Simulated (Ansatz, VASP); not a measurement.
One calculation of Sc2Si2Se, two programs

```
CELL_PARAMETERS angstrom
-1.77147 1.77147 7.42145
1.77147 -1.77147 7.42145
1.77147 1.77147 -7.42145
ATOMIC_POSITIONS crystal
Sc 0.39320 0.39320 0.00000
Sc 0.60680 0.60680 0.00000
Si 0.75000 0.25000 0.50000
Si 0.25000 0.75000 0.50000
Se 0.00000 0.00000 0.00000
```

Change from the starting cell: species swapped into the SrFe2As2 type (Fmmm, No. 69).

Alike in both runs: functional PBE; k mesh 14 × 14 × 14; occupations gaussian, width 0.1 eV; no spin polarisation.

Ansatz relaxed the structure, and its values are those at the end. VASP's run is a single point on that final structure, the one shown.

|  | VASP | Ansatz |
| --- | --- | --- |
| version | VASP 6.6.1 | Ansatz 0.2.0 |
| potentials or method | VASP PAW PBE potentials, release 64 (Sc_sv, Si, Se), cutoff 520 eV | scalar-relativistic, plane waves, PAW |
| valence electrons in the cell | 36 | 46 |

VASP gave:

```
gap on the k mesh at the Fermi level (eV) : none
pressure (GPa)                            : 0.1
```

Problem. What did Ansatz give for the same quantities?

Solution. gap on the k mesh at the Fermi level (eV): none; pressure (GPa): 0.0.

A gap of «none» marks a metal or a gap that the smearing closes. VASP's potentials hold 36 valence electrons a cell and Ansatz's 46, so a difference there can come from the potentials and not from the codes.
